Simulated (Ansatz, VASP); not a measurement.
**KI in VASP and in Ansatz**

File POSCAR:

```
KI
1.0
    4.2910851346      0.0000000000      0.0000000000
    0.0000000000      4.2910851346      0.0000000000
    0.0000000000      0.0000000000      4.2910851346
K I
1 1
Direct
    0.0000000000      0.0000000000      0.0000000000
    0.5000000000      0.5000000000      0.5000000000
```

File INCAR.step1:

```
SYSTEM = KI
PREC = Accurate
ENCUT = 520
ISMEAR = 0
SIGMA = 0.01
LREAL = .FALSE.
LASPH = .TRUE.
NELM = 60
NBANDS = 15
GGA = PE
ALGO = Normal
EDIFF = 1E-4
LWAVE = .TRUE.
LCHARG = .FALSE.
```

INCAR.step2

```
SYSTEM = KI
PREC = Accurate
ENCUT = 520
EDIFF = 1E-6
ISMEAR = 0
SIGMA = 0.01
LREAL = .FALSE.
LASPH = .TRUE.
NELM = 60
ALGO = Normal
ISIF = 2
LWAVE = .FALSE.
LCHARG = .FALSE.
METAGGA = R2SCAN
LMIXTAU = .TRUE.
IVDW = 13
VDW_S6 = 1.0
VDW_S8 = 0.6018749
VDW_A1 = 0.51559235
VDW_A2 = 5.77342911
NBANDS = 15
ISTART = 1
```

The input KPOINTS:

```
regular mesh
0
G
  4 4 4
  0 0 0
```

Input for Ansatz:

```yaml
crystal:
  lattice:
    - [4.2910851346, 0.0, 0.0]
    - [0.0, 4.2910851346, 0.0]
    - [0.0, 0.0, 4.2910851346]
  atoms:
    - { symbol: K, position: [0.0, 0.0, 0.0] }
    - { symbol: I, position: [0.5, 0.5, 0.5] }
kpoints:
  mp_grid: { grid: [4, 4, 4] }
hamiltonian:
  xc: r2scan
  dispersion: d4
scf:
  occupations: { method: fixed }
  n_extra_bands: 4
output:
  forces: true
  stress: true
  eigenvalues: true
```

Alike in both runs: task single point; functional r2SCAN; dispersion D4; k mesh 4 × 4 × 4; no spin polarisation.

```csv
,VASP,Ansatz
version,VASP 6.6.1,Ansatz 0.2.0
potentials or method,"VASP PAW PBE potentials, release 64 (K_sv, I)",plane waves
plane-wave cutoff (eV),520,500
occupations,"gaussian, width 0.01 eV",fixed
valence electrons in the cell,16,26
```

|  | VASP | Ansatz | Ansatz less VASP |
| --- | --- | --- | --- |
| gap on the k mesh at the Fermi level (eV) | 4.04 | 4.04 | +0.002 |
| pressure (GPa) | -0.2 | -0.2 | +0.01 |

VASP's potentials were made for PBE, not for r2SCAN. VASP's potentials hold 16 valence electrons a cell and Ansatz's 26, so a difference there can come from the potentials and not from the codes.

Spin-orbit coupling is off throughout.
